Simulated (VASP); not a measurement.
# Sn11CO24 (a cell with a defect) in VASP: single point with PBE

Aim: the single point of Sn11CO24 (a cell with a defect) with PBE.

All numbers are computed with VASP 6.6.1; they aren't measurements. Logs are shortened: lines on timing, memory, paths and dates and some standing lists are left out, and cuts for length are marked.

## Step 1: The cell of the first run

The cell holds a defect, 36 atoms: a = 6.827 Å, b = 6.827 Å, c = 9.723 Å, α = 90.00°, β = 90.00°, γ = 89.07°.

## Step 2: Single point, PBE

INCAR reads:

```
PREC = Accurate
ENCUT = 520
EDIFF = 1E-6
ISMEAR = -1
SIGMA = 0.01
LREAL = Auto
LASPH = True
NELM = 100
ALGO = Normal
ISIF = 2
LWAVE = False
LCHARG = False
GGA = PE
NBANDS = 175
```

KPOINTS reads:

```
Automatic mesh
0
Gamma
  3 3 2
```

POSCAR reads:

```
Sn11CO24
1.0
    4.7880040000      4.8665820000      0.0000000000
   -4.7880040000      4.8665820000      0.0000000000
    0.0000000000      0.0000000000      9.7226940000
C Sn O
1 11 24
Direct
    0.5000000000      0.0000000000      0.1666666667
    0.5000000000      0.0000000000      0.4863604058
    0.5000000000      0.0000000000      0.8469729276
    0.0000000000      0.5000000000      0.1666666667
    0.0000000000      0.5000000000      0.4978678314
    0.0000000000      0.5000000000      0.8354655020
    0.0000000000      0.0000000000      0.0081852156
    0.0000000000      0.0000000000      0.3251481177
    0.0000000000      0.0000000000      0.6666666667
    0.5000000000      0.5000000000      0.0060178501
    0.5000000000      0.5000000000      0.3273154833
    0.5000000000      0.5000000000      0.6666666667
    0.3318800483      0.0030657574      0.0380768912
    0.3318800483      0.0030657574      0.2952564421
    0.3070910537      0.0017192893      0.6666666667
    0.8076901320      0.5024676376     -0.0002997748
    0.8076901320      0.5024676376      0.3336331081
    0.8080929390      0.5009964629      0.6666666667
    0.4972706186      0.6992615844      0.1666666667
    0.4975537972      0.6944533613      0.4975929759
    0.4975537972      0.6944533613      0.8357403574
    0.9961609902      0.1974746188      0.1666666667
    0.9993588228      0.1894841662      0.4935613711
    0.9993588228      0.1894841662      0.8397719622
    0.5027293814      0.3007384156      0.1666666667
    0.5024462028      0.3055466387      0.4975929759
    0.5024462028      0.3055466387      0.8357403574
    0.0038390098      0.8025253812      0.1666666667
    0.0006411772      0.8105158338      0.4935613711
    0.0006411772      0.8105158338      0.8397719622
    0.6681199517      0.9969342426      0.0380768912
    0.6681199517      0.9969342426      0.2952564421
    0.6929089463      0.9982807107      0.6666666667
    0.1923098680      0.4975323624     -0.0002997748
    0.1923098680      0.4975323624      0.3336331081
    0.1919070610      0.4990035371      0.6666666667
```

Potentials or basis: VASP PAW PBE potentials, release 64 (C, Sn_d, O).

Launch:

```
cat potpaw_PBE.64/C/POTCAR potpaw_PBE.64/Sn_d/POTCAR potpaw_PBE.64/O/POTCAR > POTCAR
mpirun -np 1 vasp_std > vasp.out
```

OUTCAR:

```text
PREC = Accurate
   ENCUT = 520
   EDIFF = 1E-6
   ISMEAR = -1
   LREAL = Auto
   LASPH = True
   NELM = 100
   ISIF = 2
   GGA = PE

 ion  position               nearest neighbor table
   1  0.500  0.000  0.167-  14 1.70  32 1.70  31 1.70  13 1.70
   2  0.500  0.000  0.486-  20 2.09  26 2.09  14 2.18  32 2.18  15 2.19  33 2.19   3 3.51  11 3.75
                            11 3.75   8 3.76   8 3.76
   3  0.500  0.000  0.847-  21 2.09  27 2.09  13 2.18  31 2.18  15 2.19  33 2.19   2 3.51  10 3.75
                            10 3.75   7 3.76   7 3.76
   4  0.000  0.500  0.167-  22 2.07  28 2.07  17 2.09  35 2.09  34 2.09  16 2.09   5 3.22   6 3.22
                             8 3.75   8 3.75   7 3.75   7 3.75  11 3.75  11 3.75  10 3.75  10 3.75
   5  0.000  0.500  0.498-  17 2.07  35 2.07  18 2.10  36 2.10  23 2.12  29 2.12   4 3.22   6 3.28

   6  0.000  0.500  0.835-  16 2.07  34 2.07  18 2.10  36 2.10  24 2.12  30 2.12   4 3.22   5 3.28

   7  0.000  0.000  0.008-  22 2.05  28 2.05  24 2.09  30 2.09  13 2.28  31 2.28   8 3.08   9 3.32
                             4 3.75   4 3.75   3 3.76   3 3.76
   8  0.000  0.000  0.325-  22 2.05  28 2.05  23 2.09  29 2.09  14 2.28  32 2.28   7 3.08   9 3.32
                             4 3.75   4 3.75   2 3.76   2 3.76
   9  0.000  0.000  0.667-  15 2.10  33 2.10  30 2.12  24 2.12  23 2.12  29 2.12   7 3.32   8 3.32
[... 7 lines left out ...]
  13  0.332  0.003  0.038-   1 1.70   3 2.18   7 2.28
  14  0.332  0.003  0.295-   1 1.70   2 2.18   8 2.28
  15  0.307  0.002  0.667-   9 2.10   3 2.19   2 2.19
  16  0.808  0.502  1.000-   6 2.07   4 2.09  10 2.10
  17  0.808  0.502  0.334-   5 2.07   4 2.09  11 2.10
  18  0.808  0.501  0.667-   6 2.10   5 2.10  12 2.10
  19  0.497  0.699  0.167-  11 2.07  10 2.07
  20  0.498  0.694  0.498-   2 2.09  12 2.11  11 2.12
  21  0.498  0.694  0.836-   3 2.09  12 2.11  10 2.12
  22  0.996  0.197  0.167-   8 2.05   7 2.05   4 2.07
  23  0.999  0.189  0.494-   8 2.09   5 2.12   9 2.12
  24  0.999  0.189  0.840-   7 2.09   6 2.12   9 2.12
  25  0.503  0.301  0.167-  11 2.07  10 2.07
  26  0.502  0.306  0.498-   2 2.09  12 2.11  11 2.12
  27  0.502  0.306  0.836-   3 2.09  12 2.11  10 2.12
  28  0.004  0.803  0.167-   8 2.05   7 2.05   4 2.07
  29  0.001  0.811  0.494-   8 2.09   5 2.12   9 2.12
  30  0.001  0.811  0.840-   7 2.09   6 2.12   9 2.12
  31  0.668  0.997  0.038-   1 1.70   3 2.18   7 2.28
  32  0.668  0.997  0.295-   1 1.70   2 2.18   8 2.28
  33  0.693  0.998  0.667-   9 2.10   3 2.19   2 2.19
  34  0.192  0.498  1.000-   6 2.07   4 2.09  10 2.10
  35  0.192  0.498  0.334-   5 2.07   4 2.09  11 2.10
  36  0.192  0.499  0.667-   6 2.10   5 2.10  12 2.10

  LATTYP: Found a base centered orthorhombic cell.
 ALAT       =     9.5760080000
 B/A-ratio  =     1.0164114316
 C/A-ratio  =     1.0153180741

  Lattice vectors:

 A1 = (   4.7880040000,  -4.8665820000,   0.0000000000)
 A2 = (   4.7880040000,   4.8665820000,   0.0000000000)
 A3 = (   0.0000000000,   0.0000000000,   9.7226940000)

Analysis of symmetry for initial positions (statically):
=====================================================================
 Subroutine PRICEL returns:
 Original cell was already a primitive cell.

 Routine SETGRP: Setting up the symmetry group for a
 base centered orthorhombic supercell.

 Subroutine GETGRP returns: Found  4 space group operations
 (whereof  2 operations were pure point group operations)
 out of a pool of  8 trial point group operations.

The static configuration has the point symmetry C_2 .
 The point group associated with its full space group is C_2h.

Analysis of symmetry for dynamics (positions and initial velocities):
=====================================================================
 Subroutine PRICEL returns:
 Original cell was already a primitive cell.

 Routine SETGRP: Setting up the symmetry group for a
 base centered orthorhombic supercell.

 Subroutine GETGRP returns: Found  4 space group operations
 (whereof  2 operations were pure point group operations)
 out of a pool of  8 trial point group operations.

The dynamic configuration has the point symmetry C_2 .
 The point group associated with its full space group is C_2h.

 Subroutine INISYM returns: Found  4 space group operations
 (whereof  2 operations are pure point group operations),
 and found     1 'primitive' translations

----------------------------------------------------------------------------------------

[... 92 lines left out ...]

Automatic generation of k-mesh.
 Grid dimensions read from file:
 generate k-points for:    3    3    2

 Generating k-lattice:

  Cartesian coordinates                     Fractional coordinates (reciprocal lattice)
     0.034809216  0.034247171  0.000000000     0.333333333  0.000000000  0.000000000
    -0.034809216  0.034247171  0.000000000     0.000000000  0.333333333  0.000000000
     0.000000000  0.000000000  0.051426076     0.000000000  0.000000000  0.500000000

  Length of vectors
     0.048831857  0.048831857  0.051426076

  Shift w.r.t. Gamma in fractional coordinates (k-lattice)
     0.000000000  0.000000000  0.000000000

 Subroutine IBZKPT returns following result:
 ===========================================

 Found     10 irreducible k-points:

 Following reciprocal coordinates:
            Coordinates               Weight
  0.000000  0.000000  0.000000      1.000000
  0.333333 -0.000000  0.000000      2.000000
  0.000000 -0.333333  0.000000      2.000000
  0.333333  0.333333  0.000000      2.000000
 -0.333333  0.333333  0.000000      2.000000
  0.000000  0.000000  0.500000      1.000000
  0.333333 -0.000000  0.500000      2.000000
  0.000000 -0.333333  0.500000      2.000000
  0.333333  0.333333  0.500000      2.000000
 -0.333333  0.333333  0.500000      2.000000
   k-points           NKPTS =     10   k-points in BZ     NKDIM =     10   number of bands    NBANDS=    175
   number of dos      NEDOS =    301   number of ions     NIONS =     36
   total plane-waves  NPLWV = 209952
   dimension x,y,z NGX =    54 NGY =   54 NGZ =   72
   dimension x,y,z NGXF=   108 NGYF=  108 NGZF=  144
   ions per type =               1  11  24
   NGX,Y,Z   is equivalent  to a cutoff of  13.15, 13.15, 12.31 a.u.
   NGXF,Y,Z  is equivalent  to a cutoff of  26.30, 26.30, 24.62 a.u.
 SYSTEM =  unknown system
   PREC   = accura    normal or accurate (medium, high low for compatibility)
   ISTART =      0    job   : 0-new  1-cont  2-samecut
   ICHARG =      2    charge: 1-file 2-atom 10-const
   ISPIN  =      1    spin polarized calculation?
   LNONCOLLINEAR =      F non collinear calculations
   LSORBIT =      F    spin-orbit coupling
   LASPH  =      T    aspherical Exc in radial PAW
   ENCUT  =  520.0 eV  38.22 Ry    6.18 a.u.  12.69 12.69 18.08*2*pi/ulx,y,z
   NELM   =    100;   NELMIN=  2; NELMDL= -5     # of ELM steps
   EDIFF  = 0.1E-05   stopping-criterion for ELM
   LREAL  =      T    real-space projection
   EDIFFG = 0.1E-04   stopping-criterion for IOM
   NSW    =      0    number of steps for IOM
   IBRION =     -1    ionic relax: 0-MD 1-quasi-New 2-CG
   NFREE  =      0    steps in history (QN), initial steepest desc. (CG)
   ISIF   =      2    stress and relaxation
   ISYM   =      2    0-nonsym 1-usesym 2-fastsym
   POTIM  = 0.5000    time-step for ionic-motion
   TEBEG  =    0.0;   TEEND  =   0.0 temperature during run
   PSTRESS=    0.0 pullay stress
   NELECT =     302.0000    total number of electrons
   NUPDOWN=      -1.0000    fix difference up-down
   EMIN   =  10.00;   EMAX   =-10.00  energy-range for DOS
   EFERMI =   0.00;   METHOD = LEGACY
   ISMEAR =    -1;   SIGMA  =   0.01  broadening in eV -4-tet -1-fermi 0-gaus
   EFERMI_NEDOS =   21; number of points for ismear=-14 and -15
   IALGO  =     38    algorithm
   IMIX   =      4    mixing-type and parameters
     AMIX     =   0.40;   BMIX     =  1.00
     AMIX_MAG =   1.60;   BMIX_MAG =  1.00
  volume/ion in A,a.u.               =      12.59        84.94
  Fermi-wavevector in a.u.,A,eV,Ry     =   1.430031  2.702367 27.823756  2.044988
  Thomas-Fermi vector in A             =   2.549920
   LORBIT       =      0    0 simple, 1 ext, 2 COOP (PROOUT), +10 PAW based schemes
   GGA     = PE    functional components
   LHFCALC =     F    Hartree Fock is set to
   AEXX    =    0.0000 exact exchange contribution
   IVDW    =     0    specifies the selected vdW correction
   LEPSILON=     F    determine dielectric tensor
   LRPA    =     F    only Hartree local field effects (RPA)
 non-spin polarized calculation
  energy-cutoff  :      520.00
  volume of cell :      453.10
 maximum number of plane-waves:     12216
 NGX is ok and might be reduce to    54
   NGX = 25   NGY = 25   NGZ = 37

 number of electron     302.0000088 magnetization

 Free energy of the ion-electron system (eV)
  ---------------------------------------------------
  ext. energy  EPLUGINS =         0.00000000
  ---------------------------------------------------
  free energy    TOTEN  =      -218.48038812 eV

  energy without entropy =     -218.47916269  energy(sigma->0) =     -218.47977540

 E-fermi :   5.4707     XC(G=0): -10.8497

 val. band max:        5.4579396542   @ k =   0.0000   0.0000   0.5000
 cond. band min:       5.4831357141   @ k =   0.0000   0.0000   0.0000
 fundamental gap:      0.0251960600
 Fermi energy:         5.4707229097

 k-point     1 :       0.0000    0.0000    0.0000
  band No.  band energies     occupation
      1     -16.1212      2.00000
      2     -16.0963      2.00000
      3     -15.8856      2.00000
      4     -15.8392      2.00000
      5     -15.7639      2.00000
      6     -15.7596      2.00000
[... 1649 lines left out ...]
    162      10.3637      0.00000
    163      10.5205      0.00000
 [bands above 163 left out]

------------------------ aborting loop because EDIFF is reached ----------------------------------------

  FORCE on cell =-STRESS in cart. coord.  units (eV):
  Direction    XX          YY          ZZ          XY          YZ          ZX
  --------------------------------------------------------------------------------------
  -------------------------------------------------------------------------------------
  Total       -6.6078357     -9.4627131    -26.4445365     -2.9965812      0.0000000      0.0000000
  in kB      -23.3654773    -33.4603973    -93.5085620    -10.5959883      0.0000000      0.0000000
  external PRESSURE =     -50.1114789 kB  Pullay stress =       0.0000000 kB

 VOLUME and BASIS-vectors are now :
 -----------------------------------------------------------------------------
  energy-cutoff  :      520.00
  volume of cell :      453.10
      direct lattice vectors                 reciprocal lattice vectors
     4.788004000  4.866582000  0.000000000     0.104427649  0.102741513  0.000000000
    -4.788004000  4.866582000  0.000000000    -0.104427649  0.102741513  0.000000000
     0.000000000  0.000000000  9.722694000     0.000000000  0.000000000  0.102852152

 POSITION                                       TOTAL-FORCE (eV/Angst)
 -----------------------------------------------------------------------------------
      2.39400      2.43329      1.62045         0.000000     -0.000000     -0.000000
      2.39400      2.43329      4.72873         0.000000     -0.000000      0.008892
      2.39400      2.43329      8.23486         0.000000     -0.000000     -0.008892
     -2.39400      2.43329      1.62045         0.000000     -0.000000     -0.000000
     -2.39400      2.43329      4.84062         0.000000     -0.000000      0.027780
     -2.39400      2.43329      8.12298         0.000000     -0.000000     -0.027780
[... 28 lines left out ...]
     -1.46141      3.35717      3.24381         0.021587      0.024488      0.001864
     -1.47038      3.36237      6.48180         0.004895      0.006273     -0.000000
 -----------------------------------------------------------------------------------
    total drift:                                0.000000      0.000000      0.000009

  FREE ENERGIE OF THE ION-ELECTRON SYSTEM (eV)
  ---------------------------------------------------
  free  energy   TOTEN  =      -218.4803881224 eV

  energy  without entropy=     -218.4791626864  energy(sigma->0) =     -218.47977540
```

Wall time 30 min (1 thread of Intel Xeon 6975P-C, shared host); peak memory 0.78 GiB.

Results:

| Quantity | Value |
| --- | --- |
| Free energy | -218.4804 eV |
| Pressure | -5.0 GPa |
| Largest force | 0.086 eV/Å |
| Band gap on the k mesh | 0.03 eV |

Forces in eV/Å, atoms in the order of the input:
```
C    0.000  0.000  0.000
Sn   0.000  0.000  0.009
Sn   0.000  0.000 -0.009
Sn   0.000  0.000  0.000
Sn   0.000  0.000  0.028
Sn   0.000  0.000 -0.028
Sn   0.000  0.000  0.001
Sn   0.000  0.000 -0.001
Sn   0.000  0.000  0.000
Sn   0.000  0.000 -0.030
Sn   0.000  0.000  0.030
Sn   0.000  0.000  0.000
O   -0.007 -0.013 -0.007
O   -0.007 -0.013  0.007
O    0.004  0.002  0.000
O   -0.022 -0.024 -0.002
O   -0.022 -0.024  0.002
O   -0.005 -0.006  0.000
O   -0.060  0.062  0.000
O   -0.001  0.004 -0.007
O   -0.001  0.004  0.007
O   -0.026  0.019  0.000
O   -0.004  0.007  0.001
O   -0.004  0.007 -0.001
O    0.060 -0.062  0.000
O    0.001 -0.004 -0.007
O    0.001 -0.004  0.007
O    0.026 -0.019  0.000
O    0.004 -0.007  0.001
O    0.004 -0.007 -0.001
O    0.007  0.013 -0.007
O    0.007  0.013  0.007
O   -0.004 -0.002  0.000
O    0.022  0.024 -0.002
O    0.022  0.024  0.002
O    0.005  0.006  0.000
```

Stress tensor (GPa, compression positive):
```
-2.34 -1.06  0.00
-1.06 -3.35  0.00
 0.00  0.00 -9.35
```

Caveat: spin-orbit coupling is left out, which moves the levels of the heavy elements.
